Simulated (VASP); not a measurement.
# Al2Ru (Fddd) in VASP: notebook, part 2 of 2

VASP 6.6.1. The steps go on from the part before.

### Step 3. Single point, LDA (13.39 Å³/atom)

File INCAR:

```
SYSTEM = Al2Ru
PREC = Accurate
ENCUT = 520
EDIFF = 1E-7
ISMEAR = 0
SIGMA = 0.03
LREAL = .False.
LASPH = .True.
NELM = 80
ALGO = Normal
ISIF = 2
LWAVE = .False.
LCHARG = .True.
LELF = .True.
LVHAR = .True.
NBANDS = 29
```

File KPOINTS:

```
regular mesh
0
Gamma
  10 10 10
  0 0 0
```

File POSCAR:

```
Al2Ru
1.0
    0.0000000000      3.8019284060      4.1797466595
    2.5272417819      0.0000000000      4.1797466595
    2.5272417819      3.8019284060      0.0000000000
Al Ru
4 2
Direct
    0.0788992938      0.4211007062      0.0788992938
    0.4211007062      0.0788992938      0.4211007062
    0.1711007062      0.8288992938      0.1711007062
    0.8288992938      0.1711007062      0.8288992938
    0.7500000000      0.7500000000      0.7500000000
    0.5000000000      0.5000000000      0.5000000000
```

Potentials or basis: VASP PAW LDA potentials, release 64 (Al, Ru_pv).

The run is started by

```console
$ cat potpaw_LDA.64/Al/POTCAR potpaw_LDA.64/Ru_pv/POTCAR > POTCAR
$ mpirun -np 1 vasp_std > vasp.out
```

OUTCAR:

```text
SYSTEM = Al2Ru
   PREC = Accurate
   ENCUT = 520
   EDIFF = 1E-7
   ISMEAR = 0
   LREAL = .False.
   LASPH = .True.
   NELM = 80
   ISIF = 2

 ion  position               nearest neighbor table
   1  0.079  0.421  0.079-   5 2.50   6 2.51   6 2.51   3 2.54   3 2.54   2 2.60   2 2.80   2 2.80
                             5 2.84   5 2.84   4 3.09   4 3.09   4 3.09   4 3.09
   2  0.421  0.079  0.421-   5 2.50   6 2.51   6 2.51   4 2.54   4 2.54   1 2.60   1 2.80   1 2.80
                             5 2.84   5 2.84   3 3.09   3 3.09   3 3.09   3 3.09
   3  0.171  0.829  0.171-   6 2.50   5 2.51   5 2.51   1 2.54   1 2.54   4 2.60   4 2.80   4 2.80
                             6 2.84   6 2.84   2 3.09   2 3.09   2 3.09   2 3.09
   4  0.829  0.171  0.829-   6 2.50   5 2.51   5 2.51   2 2.54   2 2.54   3 2.60   3 2.80   3 2.80
                             6 2.84   6 2.84   1 3.09   1 3.09   1 3.09   1 3.09
   5  0.750  0.750  0.750-   1 2.50   2 2.50   4 2.51   3 2.51   4 2.51   3 2.51   2 2.84   2 2.84
                             1 2.84   1 2.84   6 3.09   6 3.09   6 3.09   6 3.09
   6  0.500  0.500  0.500-   3 2.50   4 2.50   1 2.51   2 2.51   1 2.51   2 2.51   3 2.84   3 2.84
                             4 2.84   4 2.84   5 3.09   5 3.09   5 3.09   5 3.09

  LATTYP: Found a face centered orthorhombic cell.
 ALAT       =     5.0544835638
 B/A-ratio  =     1.5043785811
 C/A-ratio  =     1.6538768429

  Lattice vectors:

 A1 = (   0.0000000000,   3.8019284060,   4.1797466595)
 A2 = (   2.5272417819,   0.0000000000,   4.1797466595)
 A3 = (   2.5272417819,   3.8019284060,   0.0000000000)

Analysis of symmetry for initial positions (statically):
=====================================================================
 Subroutine PRICEL returns:
 Original cell was already a primitive cell.

 Routine SETGRP: Setting up the symmetry group for a
 face centered orthorhombic supercell.

 Subroutine GETGRP returns: Found  8 space group operations
 (whereof  4 operations were pure point group operations)
 out of a pool of  8 trial point group operations.

The static configuration has the point symmetry D_2 .
 The point group associated with its full space group is D_2h.

Analysis of symmetry for dynamics (positions and initial velocities):
[... 145 lines left out ...]
   GGA     = CA    functional components
   LHFCALC =     F    Hartree Fock is set to
   AEXX    =    0.0000 exact exchange contribution
   IVDW    =     0    specifies the selected vdW correction
   LEPSILON=     F    determine dielectric tensor
   LRPA    =     F    only Hartree local field effects (RPA)
 non-spin polarized calculation
 Gauss-broadening in eV      SIGMA  =   0.03
  energy-cutoff  :      520.00
  volume of cell :       80.32
 maximum number of plane-waves:      2190
   NGX = 21   NGY = 19   NGZ = 17

 number of electron      39.9999999 magnetization

 Free energy of the ion-electron system (eV)
  ---------------------------------------------------
  ext. energy  EPLUGINS =         0.00000000
  ---------------------------------------------------
  free energy    TOTEN  =       -41.72589567 eV

  energy without entropy =      -41.72589567  energy(sigma->0) =      -41.72589567

 E-fermi :  10.8001     XC(G=0): -12.2273

 val. band max:       10.5859911347   @ k =   0.2000   0.2000   0.0000
 cond. band min:      10.9633776914   @ k =   0.0000   0.4000   0.4000
 fundamental gap:      0.3773865567
 Fermi energy:        10.8000762876

 k-point     1 :       0.0000    0.0000    0.0000
  band No.  band energies     occupation
      1     -31.6233      2.00000
      2     -31.5561      2.00000
      3     -31.5196      2.00000
      4     -31.5067      2.00000
      5     -31.4950      2.00000
      6     -31.4651      2.00000
[... 757 lines left out ...]
     28      16.2146      0.00000
     29      16.9129      0.00000

 [... further k-points ...]

------------------------ aborting loop because EDIFF is reached ----------------------------------------

  FORCE on cell =-STRESS in cart. coord.  units (eV):
  Direction    XX          YY          ZZ          XY          YZ          ZX
  --------------------------------------------------------------------------------------
  -------------------------------------------------------------------------------------
  Total       -9.6487460      7.2042860      5.9199220      0.0000000      0.0000000      0.0000000
  in kB     -192.4645610    143.7046589    118.0853128      0.0000000      0.0000000      0.0000000
  external PRESSURE =      23.1084703 kB  Pullay stress =       0.0000000 kB

 VOLUME and BASIS-vectors are now :
 -----------------------------------------------------------------------------
  energy-cutoff  :      520.00
  volume of cell :       80.32
      direct lattice vectors                 reciprocal lattice vectors
     0.000000000  3.801928406  4.179746660    -0.197844149  0.131512208  0.119624475
     2.527241782  0.000000000  4.179746660     0.197844149 -0.131512208  0.119624475
     2.527241782  3.801928406  0.000000000     0.197844149  0.131512208 -0.119624475

 POSITION                                       TOTAL-FORCE (eV/Angst)
 -----------------------------------------------------------------------------------
      1.26362      0.59994      2.08987        -0.000000     -0.476240     -0.000000
      1.26362      3.20199      2.08987        -0.000000      0.476240     -0.000000
      2.52724      1.30103      4.17975         0.000000      0.476240      0.000000
      2.52724      6.30283      4.17975         0.000000     -0.476240      0.000000
      3.79086      5.70289      6.26962         0.000000      0.000000      0.000000
      2.52724      3.80193      4.17975         0.000000      0.000000      0.000000
 -----------------------------------------------------------------------------------
    total drift:                               -0.000000     -0.000000      0.000000

  FREE ENERGIE OF THE ION-ELECTRON SYSTEM (eV)
  ---------------------------------------------------
  free  energy   TOTEN  =       -41.7258956714 eV

  energy  without entropy=      -41.7258956714  energy(sigma->0) =      -41.72589567
```

stdout:

```text
POSCAR found type information on POSCAR AlRu
 POSCAR found :  2 types and       6 ions
 scaLAPACK will be used
 LDA part: xc-table for (Slater(with rela. corr.)+CA(PZ))
 , standard interpolation
 POSCAR, INCAR and KPOINTS ok, starting setup
 FFT: planning ... GRIDC
 FFT: planning ... GRID_SOFT
 FFT: planning ... GRID
 WAVECAR not read
 entering main loop
```

Run time: 4.9 min. Hardware: 1 thread of Intel Xeon Platinum 8488C (Sapphire Rapids), shared host; peak memory 0.42 GiB.

Results:

```yaml
Free_energy: -41.7259 eV
Pressure: 2.3 GPa
Largest_force: 0.476 eV/Å
Band_gap_on_the_k_mesh: 0.38 eV (least direct gap 1.13 eV)
```

Forces on the atoms (eV/Å):
```
Al   0.000 -0.476  0.000
Al   0.000  0.476  0.000
Al   0.000  0.476  0.000
Al   0.000 -0.476  0.000
Ru   0.000  0.000  0.000
Ru   0.000  0.000  0.000
```

Caveat: the stress differs along the axes, from -19 to 14 GPa.

### Step 4. Single point, LDA (14.19 Å³/atom)

This run uses another cell than the first one, of 14.19 Å³/atom.

File INCAR:

```
ALGO = Normal
EDIFF = 1E-7
ENCUT = 520
ISIF = 2
ISMEAR = 0
LASPH = T
LCHARG = F
LREAL = F
LWAVE = F
NBANDS = 29
NELM = 60
PREC = Accurate
SIGMA = 0.03
```

File KPOINTS:

```
k-points
0
Gamma
  10 10 10
```

POSCAR, as its differences from that of step 3:

```diff
@@ -2,5 +2,5 @@
 1.0
-    0.0000000000      3.8019284060      4.1797466595
-    2.5272417819      0.0000000000      4.1797466595
-    2.5272417819      3.8019284060      0.0000000000
+    0.0000000000      3.9951851245      4.3922083467
+    2.4259609690      0.0000000000      4.3922083467
+    2.4259609690      3.9951851245      0.0000000000
 Al Ru
```

The run is started by

```console
$ cat potpaw_LDA.64/Al/POTCAR potpaw_LDA.64/Ru_pv/POTCAR > POTCAR
$ mpirun -np 1 vasp_std > vasp.out
```

Wall time 6.1 min (1 thread of Intel Xeon Platinum 8488C (Sapphire Rapids), shared host); peak memory 0.45 GiB.

It converged, with:

- Free energy: -42.2176 eV
- Pressure: -9.4 GPa
- Largest force: 0.207 eV/Å

Forces in eV/Å, atoms in the order of the input:
```
Al   0.000 -0.207  0.000
Al   0.000  0.207  0.000
Al   0.000  0.207  0.000
Al   0.000 -0.207  0.000
Ru   0.000  0.000  0.000
Ru   0.000  0.000  0.000
```

Stress tensor (GPa, compression positive):
```
-14.49   0.00   0.00
  0.00  -6.00   0.00
  0.00   0.00  -7.68
```

Levels at points of the mesh, in eV from the Fermi level:
| k point | band 16 | band 17 | band 18 | band 19 | band 20 | band 21 | band 22 | band 23 | band 24 | band 25 |
| --- | --- | --- | --- | --- | --- | --- | --- | --- | --- | --- |
| (0.00, 0.00, 0.00) | -2.71 | -2.02 | -1.15 | -1.02 | -0.10 | 1.65 | 2.12 | 2.28 | 2.49 | 2.74 |
| (0.50, 0.00, 0.00) | -2.41 | -2.07 | -1.95 | -1.06 | -0.79 | 0.35 | 0.77 | 1.70 | 3.18 | 4.21 |
| (0.50, 0.50, 0.00) | -2.27 | -1.46 | -1.46 | -1.41 | -1.41 | 2.08 | 2.08 | 2.51 | 2.51 | 3.65 |
| (0.50, 0.00, 0.50) | -2.70 | -2.17 | -2.17 | -1.33 | -1.33 | 1.80 | 1.80 | 2.38 | 2.38 | 2.90 |
| (0.00, 0.50, 0.50) | -2.74 | -2.32 | -2.32 | -1.17 | -1.17 | 0.29 | 0.29 | 4.57 | 4.57 | 4.66 |

Caveat: the stress differs along the axes, from -14 to -6 GPa.

### Step 5. Single point, LDA (14.19 Å³/atom)

This run uses another cell than the first one, of 14.19 Å³/atom.

File INCAR:

```
SYSTEM = Al2Ru
PREC = Accurate
ENCUT = 520
EDIFF = 1E-7
ISMEAR = 0
SIGMA = 0.03
LREAL = .False.
LASPH = .True.
NELM = 100
ALGO = Normal
ISIF = 2
LWAVE = .False.
LCHARG = .False.
GGA = CA
NBANDS = 29
```

File KPOINTS:

```
Automatic mesh
0
Gamma
  10 10 10
  0 0 0
```

POSCAR, as its differences from that of step 4:

```diff
@@ -2,5 +2,5 @@
 1.0
-    0.0000000000      3.9951851245      4.3922083467
-    2.4259609690      0.0000000000      4.3922083467
-    2.4259609690      3.9951851245      0.0000000000
+    0.0000000000      3.9156324111      4.3047500485
+    2.5255373516      0.0000000000      4.3047500485
+    2.5255373516      3.9156324111      0.0000000000
 Al Ru
```

The run is started by

```console
$ cat potpaw_LDA.64/Al/POTCAR potpaw_LDA.64/Ru_pv/POTCAR > POTCAR
$ mpirun -np 1 vasp_std > vasp.out
```

It took 6.1 min on 1 thread of Intel Xeon Platinum 8488C (Sapphire Rapids), shared host; peak memory 0.46 GiB.

It converged, with:

* Free energy: -41.9026 eV
* Pressure: -8.5 GPa
* Largest force: 0.464 eV/Å
* Band gap on the k mesh: 0.38 eV (least direct gap 1.09 eV)

Forces on the atoms (eV/Å):
```
Al   0.000 -0.464  0.000
Al   0.000  0.464  0.000
Al   0.000  0.464  0.000
Al   0.000 -0.464  0.000
Ru   0.000  0.000  0.000
Ru   0.000  0.000  0.000
```

Stress tensor (GPa, compression positive):
```
-22.86   0.00   0.00
  0.00   0.11   0.00
  0.00   0.00  -2.75
```

Levels at points of the mesh, in eV from the valence-band top:
```csv
k point,band 17,band 18,band 19,band 20,band 21,band 22,band 23,band 24
"(0.00, 0.00, 0.00)",-1.97,-0.82,-0.39,0.00,1.54,2.45,2.55,2.70
"(0.50, 0.00, 0.00)",-1.78,-1.55,-0.75,-0.43,0.65,1.14,1.95,3.39
"(0.50, 0.50, 0.00)",-1.34,-1.34,-0.94,-0.94,2.05,2.05,3.06,3.06
"(0.50, 0.00, 0.50)",-1.79,-1.79,-0.98,-0.98,2.29,2.29,2.40,2.40
"(0.00, 0.50, 0.50)",-1.93,-1.93,-0.82,-0.82,0.48,0.48,4.74,4.74
```

Caveat: the stress differs along the axes, from -23 to 0 GPa.

### Step 6. Summary

```csv
cell,gap on the mesh (eV),pressure (GPa),largest force (eV/Å)
"a = 5.765, b = 4.907, c = 4.576 Å, angles 74.8, 55.2, 50.0°, 6 atoms",0.35,0.8,0.24
"a = 5.650, b = 4.884, c = 4.565 Å, angles 73.4, 55.9, 50.7°, 6 atoms",0.38,2.3,0.48
"a = 5.937, b = 5.018, c = 4.674 Å, angles 75.5, 54.9, 49.6°, 6 atoms",-,-9.4,0.21
"a = 5.819, b = 4.991, c = 4.659 Å, angles 74.1, 55.6, 50.4°, 6 atoms",0.38,-8.5,0.46
```

Alike in all rows: task single point; level LDA; potentials or basis VASP PAW LDA potentials, release 64 (Al, Ru_pv); no spin polarisation; k mesh 10 × 10 × 10; cutoff (eV) 520; smearing gaussian 0.03 eV.

Caveats: the stress differs along the axes, from -11 to 7 GPa (at least some runs); the stress differs along the axes, from -19 to 14 GPa (at least some runs); the stress differs along the axes, from -14 to -6 GPa (at least some runs); the stress differs along the axes, from -23 to 0 GPa (at least some runs).

Total energies depend on the potentials used, so only differences within one code and one set of settings carry meaning.
